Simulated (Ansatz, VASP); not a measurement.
Two plane-wave programs on RbTi3

```
CELL_PARAMETERS angstrom
4.35706 0.00000 0.00000
0.00000 4.35706 0.00000
0.00000 0.00000 4.35706
ATOMIC_POSITIONS crystal
Rb 0.00000 0.00000 0.00000
Ti 0.00000 0.50000 0.50000
Ti 0.50000 0.00000 0.50000
Ti 0.50000 0.50000 0.00000
```

Alike in both runs: task single point; functional PBE; k mesh 4 × 4 × 4; occupations gaussian, width 0.1 eV; no spin polarisation.

|  | VASP | Ansatz |
| --- | --- | --- |
| version | VASP 6.6.1 | Ansatz 0.2.0 |
| potentials or method | VASP PAW PBE potentials, release 64 (Rb_sv, Ti_sv), cutoff 520 eV | scalar-relativistic, plane waves, PAW |
| valence electrons in the cell | 45 | 45 |

```csv
,VASP,Ansatz,Ansatz less VASP
gap on the k mesh at the Fermi level (eV),none,none,-
pressure (GPa),3.2,3.1,-0.11
```

A gap of «none» marks a metal or a gap that the smearing closes.

The k mesh is coarse, so the values compare programs but aren't converged.
